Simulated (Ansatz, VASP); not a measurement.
One calculation of Hg, two programs

```
Hg
1.0
     1.74146    1.00543    2.24880
    -1.74146    1.00543    2.24880
     0.00000   -2.01086    2.24880
Hg
1
Cartesian
  0.0000 0.0000 0.0000
```

Change from the starting cell: volume scaled by 1.02.

Alike in both runs: task single point; functional PBE; k mesh 12 × 12 × 12; occupations fermi-dirac, width 0.03 eV; no spin polarisation.

```csv
,VASP,Ansatz
version,VASP 6.6.1,Ansatz 0.2.0
potentials or method,"VASP PAW PBE potentials, release 64 (Hg), cutoff 520 eV","all-electron LAPW, scalar-relativistic"
```

```csv
,VASP,Ansatz,Ansatz less VASP
pressure (GPa),5.5,5.1,-0.41
"traceless stress, the component that is largest in VASP (GPa)",0.44,0.28,-0.164
```

Ansatz ran all-electron here, and VASP with PAW potentials.

Spin-orbit coupling is off throughout.
